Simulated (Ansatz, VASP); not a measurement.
## Two plane-wave programs on Cl

File INCAR:

```
SYSTEM = Cl
PREC     = Accurate       ! precision mode
ENCUT    = 520            ! plane-wave cutoff, eV
EDIFF    = 1E-6           ! SCF threshold, eV
ISMEAR   = -1             ! smearing method
SIGMA    = 0.05           ! smearing width, eV
LREAL    = .False.        ! projectors in reciprocal space
LASPH    = .True.         ! aspherical terms in the spheres
NELM     = 80             ! most SCF steps
ALGO     = Normal         ! electronic algorithm
ISIF     = 2              ! what is computed and relaxed
LWAVE    = .False.        ! write WAVECAR
LCHARG   = .False.        ! write CHGCAR
GGA      = RP             ! functional
NBANDS   = 22             ! bands
```

Contents of KPOINTS:

```
Automatic mesh
0
Gamma
  6 6 3
  0 0 0
```

File POSCAR:

```
Cl
1.0
    3.9115430645     -2.5889122115      0.0000000000
    3.9115430645      2.5889122115      0.0000000000
    0.0000000000      0.0000000000      9.0788659651
Cl
4
Direct
    0.9042803312      0.0957196688      0.0931923605
    0.5957196688      0.4042803312      0.5931923605
    0.0957196688      0.9042803312      0.9068076395
    0.4042803312      0.5957196688      0.4068076395
```

Input for Ansatz:

```yaml
crystal:
  lattice:
    - [3.9115430645, -2.5889122115, 0.0]
    - [3.9115430645, 2.5889122115, 0.0]
    - [0.0, 0.0, 9.0788659651]
  atoms:
    - { symbol: Cl, position: [0.9042803312, 0.0957196688, 0.0931923605] }
    - { symbol: Cl, position: [0.5957196688, 0.4042803312, 0.5931923605] }
    - { symbol: Cl, position: [0.0957196688, 0.9042803312, 0.9068076395] }
    - { symbol: Cl, position: [0.4042803312, 0.5957196688, 0.4068076395] }
hamiltonian:
  xc: rpbe
  pseudopotentials:
    kind: paw
    azcp:
      Cl: "pseudopotentials/Cl.paw.azcp"
basis:
  ecutwfc: 420
  fft_grid_basis: typed
kpoints:
  mp_grid: { grid: [6, 6, 3], shift: [0, 0, 0] }
magnetization:
  spin_polarized: false
scf:
  occupations: { method: fermi_dirac, width: 0.05 }
  lower_state_search: "off"
output:
  stress: true
  write_density: true
  write_potential: true
  elf: true
  volumetric_format: npy
```

Alike in both runs: task single point; functional RPBE; k mesh 6 × 6 × 3; occupations fermi-dirac, width 0.05 eV; no spin polarisation.

|  | VASP | Ansatz |
| --- | --- | --- |
| version | VASP 6.6.1 | Ansatz 0.2.0 |
| potentials or method | VASP PAW PBE potentials, release 64 (Cl), cutoff 520 eV | plane waves (420 eV) with PAW, scalar-relativistic |
| valence electrons in the cell | 28 | 28 |

VASP gave:

```
gap on the k mesh at the Fermi level (eV)                     : 2.99
pressure (GPa)                                                : 1.1
traceless stress, the component that is largest in VASP (GPa) : 1.22
```

Question: What did Ansatz give for the same quantities?

Answer: gap on the k mesh at the Fermi level (eV): 2.93; pressure (GPa): 1.4; traceless stress, the component that is largest in VASP (GPa): 1.59.

VASP's potentials were made for PBE, not for RPBE.
